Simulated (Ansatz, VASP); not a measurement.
**One calculation of BaS, two programs**

Contents of INCAR:

```
PREC = Accurate
ENCUT = 520
EDIFF = 1E-8
ISMEAR = -1
SIGMA = 0.01
LREAL = False
LASPH = True
NELM = 60
ALGO = Normal
ISIF = 2
LWAVE = False
LCHARG = False
GGA = CA
LEFG = True
NBANDS = 15
```

File KPOINTS:

```
regular mesh
0
Gamma
  7 7 7
```

Contents of POSCAR:

```
BaS
1.0
    0.0000000000      3.1937500000      3.1937500000
    3.1937500000      0.0000000000      3.1937500000
    3.1937500000      3.1937500000      0.0000000000
Ba S
1 1
Direct
    0.0000000000      0.0000000000      0.0000000000
    0.5000000000      0.5000000000      0.5000000000
```

Input for Ansatz:

```yaml
crystal:
  lattice:
    - [0.0, 3.19375, 3.19375]
    - [3.19375, 0.0, 3.19375]
    - [3.19375, 3.19375, 0.0]
  atoms:
    - { symbol: Ba, position: [0.0, 0.0, 0.0] }
    - { symbol: S, position: [0.5, 0.5, 0.5] }
kpoints:
  mp_grid: { grid: [7, 7, 7] }
  band_path:
    path:
      - [0.0, 0.0, 0.0]
      - [0.5, 0.0, 0.5]
      - [0.625, 0.25, 0.625]
      - [0.375, 0.375, 0.75]
      - [0.0, 0.0, 0.0]
      - [0.5, 0.5, 0.5]
      - [0.5, 0.25, 0.75]
      - [0.5, 0.0, 0.5]
    npoints: 8
scf:
  occupations: { method: fermi_dirac, width: 0.01 }
hamiltonian:
  xc: lda
  pseudopotentials: { kind: all_electron, datasets: crystal }
output:
  forces: true
  stress: true
  eigenvalues: true
  efg: { contact_densities: true }
```

Alike in both runs: task electric field gradients; functional LDA; k mesh 7 × 7 × 7; occupations fermi-dirac, width 0.01 eV; no spin polarisation.

|  | VASP | Ansatz |
| --- | --- | --- |
| version | VASP 6.6.1 | Ansatz 0.2.0 |
| potentials or method | VASP PAW LDA potentials, release 64 (Ba_sv, S), cutoff 520 eV | all-electron PAW with datasets made for the crystal, scalar-relativistic |

```tsv
	VASP	Ansatz	Ansatz less VASP
gap on the k mesh at the Fermi level (eV)	1.96	2.07	+0.103
pressure (GPa)	-1.8	-2.5	-0.63
```

LDA's correlation is that of Perdew and Zunger in VASP and of Perdew and Wang (1992) in Ansatz. Ansatz ran all-electron here, and VASP with PAW potentials.

Neither program's run includes spin-orbit coupling.
